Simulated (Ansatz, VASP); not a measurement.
**Two plane-wave programs on GaSb**

```
Ga Sb
1.0
     0.00000    3.05900    3.05900
     3.24254    0.00000    3.05900
     3.24254    3.05900    0.00000
Ga Sb
1 1
Direct
  0.00000 0.00000 0.00000
  0.75000 0.75000 0.75000
```

Change from the starting cell: strain +0.0600 x Voigt [1, 0, 0, 0, 0, 0], atoms carried along.

Alike in both runs: task single point; functional r2SCAN; k mesh 10 × 10 × 10; occupations gaussian, width 0.05 eV; no spin polarisation.

|  | VASP | Ansatz |
| --- | --- | --- |
| version | VASP 6.6.1 | Ansatz 0.2.0 |
| potentials or method | VASP PAW PBE potentials, release 64 (Ga_d, Sb), cutoff 520 eV | scalar-relativistic, plane waves, PAW |
| valence electrons in the cell | 18 | 28 |

VASP gave:

```
gap on the k mesh at the Fermi level (eV)                     : none
pressure (GPa)                                                : -2.3
traceless stress, the component that is largest in VASP (GPa) : -2.02
```

Question: Which values does Ansatz return?

Answer: gap on the k mesh at the Fermi level (eV): none; pressure (GPa): -2.4; traceless stress, the component that is largest in VASP (GPa): -2.03.

VASP's potentials were made for PBE, not for r2SCAN. A gap of «none» marks a metal or a gap that the smearing closes. VASP's potentials hold 18 valence electrons a cell and Ansatz's 28, so a difference there can come from the potentials and not from the codes.

Neither program's run includes spin-orbit coupling.
